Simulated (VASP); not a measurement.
Input of a VASP 6.6.1 run:

The input INCAR:

```
SYSTEM = MgS
  PREC = Accurate
  ENCUT = 600
  EDIFF = 1E-6
  ISMEAR = 0
  SIGMA = 0.05
  LREAL = .FALSE.
  LASPH = .TRUE.
  NELM = 120
  ALGO = Normal
  ISIF = 2
  LWAVE = .FALSE.
  LCHARG = .TRUE.
  GGA = PE
  IVDW = 13
  LELF = .TRUE.
  LVHAR = .TRUE.
  NBANDS = 11
  GGA_COMPAT = .FALSE.
```

File KPOINTS:

```
Automatic mesh
0
G
  8 8 8
  0 0 0
```

Contents of POSCAR:

```
MgS
1.0
    0.0000000000      2.5683344432      2.5683344432
    2.5683344432      0.0000000000      2.5683344432
    2.5683344432      2.5683344432      0.0000000000
Mg S
1 1
Direct
    0.0000000000      0.0000000000      0.0000000000
    0.5000000000      0.5000000000      0.5000000000
```

Potentials or basis: VASP PAW PBE potentials, release 64 (Mg, S).

The run is started by

```bash
$ cat potpaw_PBE.64/Mg/POTCAR potpaw_PBE.64/S/POTCAR > POTCAR
$ mpirun -np 1 vasp_std > vasp.out
```

What does it give for the dispersion energy per atom?

-0.301 eV.

Predict the pressure.

1.4 GPa.
